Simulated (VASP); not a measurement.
# CeO2 (Fm-3m) in VASP: notebook, part 2 of 2

VASP 6.6.1. The steps go on from the part before.

**3. Single point, r2SCAN, collinear spin, ferromagnetic start**

This run uses another cell than the first one, of 12.38 Å³/atom.

Input file POSCAR:

```
CeO2
1.0
    0.0000000000      2.6484579828      2.6484579828
    2.6484579828      0.0000000000      2.6484579828
    2.6484579828      2.6484579828      0.0000000000
Ce O
1 2
Direct
    0.0000000000      0.0000000000      0.0000000000
    0.7500000000      0.7500000000      0.7500000000
    0.2500000000      0.2500000000      0.2500000000
```

Input file INCAR.step1:

```
PREC = Accurate ; ENCUT = 520
ISMEAR = -1 ; SIGMA = 0.05
LREAL = False ; LASPH = True
NELM = 150 ; ISPIN = 2
MAGMOM = 1 0 0 ; LMAXMIX = 6
NBANDS = 23 ; GGA = PE
ALGO = Normal ; EDIFF = 1E-4
LWAVE = True ; LCHARG = False
```

Input file INCAR.step2:

```
PREC = Accurate ; ENCUT = 520
EDIFF = 1E-6 ; ISMEAR = -1
SIGMA = 0.05 ; LREAL = False
LASPH = True ; NELM = 150
ALGO = Normal ; ISIF = 2
LWAVE = False ; LCHARG = True
ISPIN = 2 ; MAGMOM = 1 0 0
LORBIT = 11 ; LMAXMIX = 6
METAGGA = R2SCAN ; LMIXTAU = True
LELF = True ; LVHAR = True
NBANDS = 23 ; ISTART = 1
```

Input file KPOINTS:

```
Automatic mesh
0
Gamma
  9 9 9
```

Potentials or basis: VASP PAW PBE potentials, release 64 (Ce, O).

Command:

```sh
> cat potpaw_PBE.64/Ce/POTCAR potpaw_PBE.64/O/POTCAR > POTCAR
> cp INCAR.step1 INCAR
> mpirun -np 1 vasp_std > vasp.out
> cp INCAR.step2 INCAR
> mpirun -np 1 vasp_std > vasp.out
```

OUTCAR:

```text
PREC = Accurate
   ENCUT = 520
   EDIFF = 1E-6
   ISMEAR = -1
   LREAL = False
   LASPH = True
   NELM = 150
   ISIF = 2
   ISPIN = 2
   LORBIT = 11
   METAGGA = R2SCAN
   ISTART = 1

 ion  position               nearest neighbor table
   1  0.000  0.000  0.000-   2 2.29   2 2.29   2 2.29   2 2.29   3 2.29   3 2.29   3 2.29   3 2.29

   2  0.750  0.750  0.750-   1 2.29   1 2.29   1 2.29   1 2.29
   3  0.250  0.250  0.250-   1 2.29   1 2.29   1 2.29   1 2.29

  LATTYP: Found a face centered cubic cell.
 ALAT       =     5.2969159656

  Lattice vectors:

 A1 = (   0.0000000000,   2.6484579828,   2.6484579828)
 A2 = (   2.6484579828,   0.0000000000,   2.6484579828)
 A3 = (   2.6484579828,   2.6484579828,   0.0000000000)

Analysis of symmetry for initial positions (statically):
=====================================================================
 Subroutine PRICEL returns:
 Original cell was already a primitive cell.

 Routine SETGRP: Setting up the symmetry group for a
 face centered cubic supercell.

 Subroutine GETGRP returns: Found 48 space group operations
 (whereof 48 operations were pure point group operations)
 out of a pool of 48 trial point group operations.

The static configuration has the point symmetry O_h .

Analysis of symmetry for dynamics (positions and initial velocities):
=====================================================================
 Subroutine PRICEL returns:
 Original cell was already a primitive cell.

 Routine SETGRP: Setting up the symmetry group for a
 face centered cubic supercell.

 Subroutine GETGRP returns: Found 48 space group operations
 (whereof 48 operations were pure point group operations)
 out of a pool of 48 trial point group operations.

The dynamic configuration has the point symmetry O_h .

Analysis of structural, dynamic, and magnetic symmetry:
=====================================================================
 Subroutine PRICEL returns:
 Original cell was already a primitive cell.

 Routine SETGRP: Setting up the symmetry group for a
[... 152 lines left out ...]
  ---------------------------------------------------
  free energy    TOTEN  =       -53.87149680 eV

  energy without entropy =      -53.87149680  energy(sigma->0) =      -53.87149680

 E-fermi :   6.9299     XC(G=0): -12.4349

 val. band max:        5.7450902847   @ k =  -0.3333   0.2222   0.0000
 cond. band min:       8.2378812421   @ k =  -0.4444   0.1111   0.0000
 fundamental gap:      2.4927909574
 Fermi energy:         6.9298774226

 spin component 1

 k-point     1 :       0.0000    0.0000    0.0000
  band No.  band energies     occupation
      1     -27.6614      1.00000
      2     -11.6501      1.00000
      3     -10.8037      1.00000
      4      -9.1923      1.00000
      5      -9.1923      1.00000
      6      -9.1923      1.00000
[... 613 lines left out ...]
     22      15.4092      0.00000
     23      17.5756      0.00000

 [... further k-points ...]

 spin component 2

 k-point     1 :       0.0000    0.0000    0.0000
  band No.  band energies     occupation
      1     -27.6614      1.00000
      2     -11.6501      1.00000
      3     -10.8037      1.00000
      4      -9.1923      1.00000
      5      -9.1923      1.00000
      6      -9.1923      1.00000
[... 613 lines left out ...]
     22      15.4092      0.00000
     23      17.5756      0.00000

 [... further k-points ...]
[... 5 lines left out ...]
  --------------------------------------------------------------------------------------
  -------------------------------------------------------------------------------------
  Total        4.0793946      4.0793946      4.0793946      0.0000000     -0.0000000     -0.0000000
  in kB      175.9126383    175.9126383    175.9126383      0.0000000     -0.0000000     -0.0000000
  external PRESSURE =     175.9126383 kB  Pullay stress =       0.0000000 kB

 VOLUME and BASIS-vectors are now :
 -----------------------------------------------------------------------------
  energy-cutoff  :      520.00
  volume of cell :       37.15
      direct lattice vectors                 reciprocal lattice vectors
     0.000000000  2.648457983  2.648457983    -0.188789100  0.188789100  0.188789100
     2.648457983  0.000000000  2.648457983     0.188789100 -0.188789100  0.188789100
     2.648457983  2.648457983  0.000000000     0.188789100  0.188789100 -0.188789100

 POSITION                                       TOTAL-FORCE (eV/Angst)
 -----------------------------------------------------------------------------------
      0.00000      0.00000      0.00000        -0.000000     -0.000000     -0.000000
      3.97269      3.97269      3.97269         0.000000      0.000000     -0.000000
      1.32423      1.32423      1.32423        -0.000000     -0.000000      0.000000
 -----------------------------------------------------------------------------------
    total drift:                                0.000000      0.000000      0.000000

  FREE ENERGIE OF THE ION-ELECTRON SYSTEM (eV)
  ---------------------------------------------------
  free  energy   TOTEN  =       -53.8714968016 eV

  energy  without entropy=      -53.8714968016  energy(sigma->0) =      -53.87149680

 total charge

# of ion       s       p       d       f       tot
--------------------------------------------------
    1        2.080   5.859   0.964   0.941   9.844
    2        1.586   3.505   0.000   0.000   5.091
    3        1.586   3.505   0.000   0.000   5.091
--------------------------------------------------
tot          5.252  12.869   0.964   0.941  20.026

 magnetization (x)

# of ion       s       p       d       f       tot
--------------------------------------------------
    1        0.000  -0.000  -0.000   0.000   0.000
    2        0.000  -0.000   0.000   0.000   0.000
    3        0.000  -0.000   0.000   0.000   0.000
--------------------------------------------------
tot          0.000  -0.000  -0.000   0.000   0.000
```

Wall time 3.1 min (1 thread of AMD EPYC 9R45 (Zen 5), shared host); peak memory 0.2 GiB.

Results:

```yaml
Free_energy: -53.8715 eV
Pressure: 17.6 GPa
Band_gap_on_the_k_mesh: 2.49 eV (least direct gap 2.57 eV)
Net_moment: 0.00 μB per cell
Valence_electrons_inside_the_program's_atomic_spheres: Ce 9.84; O 5.09
```

Caveat: the magnetic or orbital state may not be the lowest; the cell stands under pressure; the moments typed at the start vanished in this run; the PAW data sets were made with another functional, which shifts forces and pressure a little; spin-orbit coupling is left out, which moves the levels of the heavy elements; an odd mesh through Γ misses points on the zone boundary, where band edges can lie. r2SCAN opens gaps a little over a GGA but as a rule still falls short of measured ones.

**4. Single point, r2SCAN, collinear spin, ferromagnetic start**

This run uses another cell than the first one, of 13.44 Å³/atom.

Input file POSCAR:

```
CeO2
1.0
    0.0000000000      2.7215554887      2.7215554887
    2.7215554887      0.0000000000      2.7215554887
    2.7215554887      2.7215554887      0.0000000000
Ce O
1 2
Direct
    0.0000000000      0.0000000000      0.0000000000
    0.7500000000      0.7500000000      0.7500000000
    0.2500000000      0.2500000000      0.2500000000
```

Input file INCAR.step1:

```
PREC = Accurate ; ENCUT = 520
ISMEAR = -1 ; SIGMA = 0.05
LREAL = F ; LASPH = T
NELM = 150 ; ISPIN = 2
MAGMOM = 1 0 0 ; LMAXMIX = 6
NBANDS = 23 ; GGA = PE
ALGO = Normal ; EDIFF = 1E-4
LWAVE = T ; LCHARG = F
```

Input file INCAR.step2:

```
PREC = Accurate ; ENCUT = 520
EDIFF = 1E-6 ; ISMEAR = -1
SIGMA = 0.05 ; LREAL = F
LASPH = T ; NELM = 150
ALGO = Normal ; ISIF = 2
LWAVE = F ; LCHARG = F
ISPIN = 2 ; MAGMOM = 1 0 0
LORBIT = 11 ; LMAXMIX = 6
METAGGA = R2SCAN ; LMIXTAU = T
NBANDS = 23 ; ISTART = 1
```

Input file KPOINTS:

```
regular mesh
0
Gamma
  9 9 9
```

Command:

```sh
> cat potpaw_PBE.64/Ce/POTCAR potpaw_PBE.64/O/POTCAR > POTCAR
> cp INCAR.step1 INCAR
> mpirun -np 1 vasp_std > vasp.out
> cp INCAR.step2 INCAR
> mpirun -np 1 vasp_std > vasp.out
```

It took 3.9 min on 1 thread of AMD EPYC 9R45 (Zen 5), shared host; peak memory 0.21 GiB.

It converged, with:

| Quantity | Value |
| --- | --- |
| Free energy | -54.0323 eV |
| Pressure | -0.8 GPa |
| Band gap on the k mesh | 2.21 eV (least direct gap 2.28 eV) |
| Net moment | 0.00 μB per cell |
| Valence electrons inside the program's atomic spheres | Ce 9.65; O 5.04 |

Levels at points of the mesh, in eV from the valence-band top:
Spin up:
```csv
k point,band 8,band 9,band 10,band 11,band 12,band 13,band 14,band 15,band 16,band 17
"(0.00, 0.00, 0.00)",-3.81,-3.81,-0.55,-0.55,-0.55,2.61,2.61,2.61,2.75,3.17
```
Spin down:
```
           k point  band 10  band 11  band 12  band 13  band 14  band 15
(0.00, 0.00, 0.00)    -0.55    -0.55    -0.55     2.61     2.61     2.61
```

Caveat: the magnetic or orbital state may not be the lowest; the moments typed at the start vanished in this run; the PAW data sets were made with another functional, which shifts forces and pressure a little; spin-orbit coupling is left out, which moves the levels of the heavy elements; an odd mesh through Γ misses points on the zone boundary, where band edges can lie. The state reached can hang on the start; a lower one may exist.

**5. Single point, r2SCAN, collinear spin, ferromagnetic start**

This run uses another cell than the first one, of 13.70 Å³/atom.

Input file POSCAR:

```
CeO2
1.0
    0.0000000000      2.7392284221      2.7392284221
    2.7392284221      0.0000000000      2.7392284221
    2.7392284221      2.7392284221      0.0000000000
Ce O
1 2
Direct
    0.0000000000      0.0000000000      0.0000000000
    0.7500000000      0.7500000000      0.7500000000
    0.2500000000      0.2500000000      0.2500000000
```

Input file INCAR.step1:

```
PREC = Accurate
ENCUT = 520
ISMEAR = -1
SIGMA = 0.05
LREAL = False
LASPH = True
NELM = 150
ISPIN = 2
MAGMOM = 1 0 0
LMAXMIX = 6
NBANDS = 23
GGA = PE
ALGO = Normal
EDIFF = 1E-4
LWAVE = True
LCHARG = False
```

Input file INCAR.step2:

```
PREC = Accurate
ENCUT = 520
EDIFF = 1E-7
ISMEAR = -1
SIGMA = 0.05
LREAL = False
LASPH = True
NELM = 150
ALGO = Normal
ISIF = 2
LWAVE = False
LCHARG = False
ISPIN = 2
MAGMOM = 1 0 0
LORBIT = 11
LMAXMIX = 6
METAGGA = R2SCAN
LMIXTAU = True
NBANDS = 23
ISTART = 1
```

Input file KPOINTS:

```
Automatic mesh
0
Gamma
  9 9 9
```

Command:

```sh
> cat potpaw_PBE.64/Ce/POTCAR potpaw_PBE.64/O/POTCAR > POTCAR
> cp INCAR.step1 INCAR
> mpirun -np 1 vasp_std > vasp.out
> cp INCAR.step2 INCAR
> mpirun -np 1 vasp_std > vasp.out
```

Wall time 4.4 min (1 thread of AMD EPYC 9R45 (Zen 5), shared host); peak memory 0.21 GiB.

Results (log left out):

```yaml
Free_energy: -54.0214 eV
Pressure: -4.3 GPa
Band_gap_on_the_k_mesh: 2.15 eV (least direct gap 2.22 eV)
Net_moment: 0.00 μB per cell
Valence_electrons_inside_the_program's_atomic_spheres: Ce 9.61; O 5.04
```

Levels at points of the mesh, in eV from the valence-band top:
Spin up:
```tsv
k point	band 10	band 11	band 12	band 13	band 14	band 15
(0.00, 0.00, 0.00)	-0.52	-0.52	-0.52	2.52	2.52	2.52
```
Spin down:
| k point | band 10 | band 11 | band 12 | band 13 | band 14 | band 15 |
| --- | --- | --- | --- | --- | --- | --- |
| (0.00, 0.00, 0.00) | -0.52 | -0.52 | -0.52 | 2.52 | 2.52 | 2.52 |

Caveat: the magnetic or orbital state may not be the lowest; the cell stands under tension; the moments typed at the start vanished in this run; the PAW data sets were made with another functional, which shifts forces and pressure a little; spin-orbit coupling is left out, which moves the levels of the heavy elements; an odd mesh through Γ misses points on the zone boundary, where band edges can lie.

**6. Single point, PBEsol, collinear spin, ferromagnetic start (12.38 Å³/atom)**

This run uses another cell than the first one, of 12.38 Å³/atom.

Input file INCAR:

```
SYSTEM = CeO2
PREC = Accurate ; ENCUT = 520
EDIFF = 1E-6 ; ISMEAR = -1
SIGMA = 0.05 ; LREAL = .False.
LASPH = .True. ; NELM = 150
ALGO = Normal ; ISIF = 2
LWAVE = .False. ; LCHARG = .True.
ISPIN = 2 ; MAGMOM = 1 0 0
LORBIT = 11 ; LMAXMIX = 6
GGA = PS ; LELF = .True.
LVHAR = .True. ; NBANDS = 23
```

Input file KPOINTS:

```
Automatic mesh
0
Gamma
  9 9 9
  0 0 0
```

Input file POSCAR:

```
CeO2
1.0
    0.0000000000      2.6484579828      2.6484579828
    2.6484579828      0.0000000000      2.6484579828
    2.6484579828      2.6484579828      0.0000000000
Ce O
1 2
Direct
    0.0000000000      0.0000000000      0.0000000000
    0.7500000000      0.7500000000      0.7500000000
    0.2500000000      0.2500000000      0.2500000000
```

Potentials or basis: VASP PAW PBE potentials, release 64 (Ce, O).

Command:

```sh
> cat potpaw_PBE.64/Ce/POTCAR potpaw_PBE.64/O/POTCAR > POTCAR
> mpirun -np 1 vasp_std > vasp.out
```

OUTCAR:

```text
SYSTEM = CeO2
   PREC = Accurate
   ENCUT = 520
   EDIFF = 1E-6
   ISMEAR = -1
   LREAL = .False.
   LASPH = .True.
   NELM = 150
   ISIF = 2
   ISPIN = 2
   LORBIT = 11
   GGA = PS

 ion  position               nearest neighbor table
   1  0.000  0.000  0.000-   2 2.29   2 2.29   2 2.29   2 2.29   3 2.29   3 2.29   3 2.29   3 2.29

   2  0.750  0.750  0.750-   1 2.29   1 2.29   1 2.29   1 2.29
   3  0.250  0.250  0.250-   1 2.29   1 2.29   1 2.29   1 2.29

  LATTYP: Found a face centered cubic cell.
[... 1474 lines left out ...]
  energy-cutoff  :      520.00
  volume of cell :       37.15
      direct lattice vectors                 reciprocal lattice vectors
     0.000000000  2.648457983  2.648457983    -0.188789100  0.188789100  0.188789100
     2.648457983  0.000000000  2.648457983     0.188789100 -0.188789100  0.188789100
     2.648457983  2.648457983  0.000000000     0.188789100  0.188789100 -0.188789100

 POSITION                                       TOTAL-FORCE (eV/Angst)
 -----------------------------------------------------------------------------------
      0.00000      0.00000      0.00000         0.000000     -0.000000     -0.000000
      3.97269      3.97269      3.97269         0.000000      0.000000     -0.000000
      1.32423      1.32423      1.32423        -0.000000     -0.000000      0.000000
 -----------------------------------------------------------------------------------
    total drift:                                0.000000      0.000000      0.000000

  FREE ENERGIE OF THE ION-ELECTRON SYSTEM (eV)
  ---------------------------------------------------
  free  energy   TOTEN  =       -27.4609198076 eV

  energy  without entropy=      -27.4609198074  energy(sigma->0) =      -27.46091981

 total charge

# of ion       s       p       d       f       tot
--------------------------------------------------
    1        2.022   5.805   1.002   1.002   9.830
    2        1.576   3.452   0.000   0.000   5.029
    3        1.576   3.452   0.000   0.000   5.029
--------------------------------------------------
tot          5.174  12.709   1.002   1.002  19.888

 magnetization (x)

# of ion       s       p       d       f       tot
--------------------------------------------------
    1       -0.000  -0.000  -0.000   0.000  -0.000
    2        0.000   0.000   0.000   0.000   0.000
    3        0.000   0.000   0.000   0.000   0.000
--------------------------------------------------
tot         -0.000   0.000  -0.000   0.000  -0.000
```

OSZICAR:

```text
N       E                     dE             d eps       ncg     rms          rms(c)
DAV:   1     0.210672090382E+03    0.21067E+03   -0.10784E+04  3404   0.138E+03
DAV:   2    -0.680734909696E+01   -0.21748E+03   -0.16937E+03  3547   0.265E+02
DAV:   3    -0.316613181090E+02   -0.24854E+02   -0.24115E+02  3844   0.107E+02
DAV:   4    -0.323862230528E+02   -0.72490E+00   -0.72335E+00  4997   0.162E+01
DAV:   5    -0.324298496258E+02   -0.43627E-01   -0.43612E-01  4630   0.273E+00    0.383E+01
DAV:   6    -0.295882123937E+02    0.28416E+01   -0.31347E+01  4578   0.411E+01    0.180E+01
DAV:   7    -0.290557208497E+02    0.53249E+00   -0.20369E+01  4511   0.719E+01    0.243E+01
DAV:   8    -0.279473356075E+02    0.11084E+01   -0.17408E+00  4666   0.114E+01    0.117E+01
DAV:   9    -0.274580595798E+02    0.48928E+00   -0.14144E+00  4484   0.129E+01    0.245E+00
DAV:  10    -0.274610436827E+02   -0.29841E-02   -0.16223E-01  4341   0.294E+00    0.652E-01
DAV:  11    -0.274612397084E+02   -0.19603E-03   -0.17581E-02  5252   0.963E-01    0.834E-01
DAV:  12    -0.274615970441E+02   -0.35734E-03   -0.80448E-04  4465   0.241E-01    0.608E-01
DAV:  13    -0.274610042023E+02    0.59284E-03   -0.62318E-03  4635   0.710E-01    0.240E-01
DAV:  14    -0.274609283239E+02    0.75878E-04   -0.78406E-04  4285   0.320E-01    0.100E-01
DAV:  15    -0.274609317596E+02   -0.34357E-05   -0.58180E-05  5568   0.456E-02    0.915E-02
DAV:  16    -0.274609191339E+02    0.12626E-04   -0.10588E-04  4438   0.811E-02    0.169E-02
DAV:  17    -0.274609198076E+02   -0.67371E-06   -0.64083E-06  4820   0.266E-02
   1 F= -.27460920E+02 E0= -.27460920E+02  d E =-.177767E-09  mag=    -0.0001
```

Wall time 99 s (1 thread of Intel Xeon Platinum 8259CL at 2.50GHz (Skylake/Cascade Lake), shared host); peak memory 0.21 GiB.

Results:

* Free energy: -27.4609 eV
* Pressure: 12.4 GPa
* Band gap on the k mesh: 2.20 eV (least direct gap 2.27 eV)
* Net moment: 0.00 μB per cell
* Valence electrons inside the program's atomic spheres: Ce 9.83; O 5.03

Caveat: the magnetic or orbital state may not be the lowest; the cell stands under pressure; the moments typed at the start vanished in this run; the PAW data sets were made with another functional, which shifts forces and pressure a little; spin-orbit coupling is left out, which moves the levels of the heavy elements; an odd mesh through Γ misses points on the zone boundary, where band edges can lie.

**7. Overview**

```tsv
level	potentials or basis	cell	gap on the mesh (eV)	pressure (GPa)	moment (μB)
LDA	VASP PAW LDA potentials, release 64 (Ce, O)	a = 3.899 Å, angles 60.0°, 3 atoms	1.78	-14.2	0.00
r2SCAN	VASP PAW PBE potentials, release 64 (Ce, O)	a = 3.745 Å, angles 60.0°, 3 atoms	2.49	17.6	0.00
r2SCAN	VASP PAW PBE potentials, release 64 (Ce, O)	a = 3.849 Å, angles 60.0°, 3 atoms	2.21	-0.8	0.00
r2SCAN	VASP PAW PBE potentials, release 64 (Ce, O)	a = 3.874 Å, angles 60.0°, 3 atoms	2.15	-4.3	0.00
PBEsol	VASP PAW PBE potentials, release 64 (Ce, O)	a = 3.745 Å, angles 60.0°, 3 atoms	2.20	12.4	0.00
```

Alike in all rows: task single point; spin collinear, ferromagnetic start; k mesh 9 × 9 × 9; cutoff (eV) 520; smearing fermi-dirac 0.05 eV.

Caveats: the magnetic or orbital state may not be the lowest; the moments typed at the start vanished in this run; spin-orbit coupling is left out, which moves the levels of the heavy elements; an odd mesh through Γ misses points on the zone boundary, where band edges can lie; the PAW data sets were made with another functional, which shifts forces and pressure a little (at least some runs); the cell stands under tension (at least some runs); the cell stands under pressure (at least some runs).

Absolute energies hang on the potentials; compare differences alone.
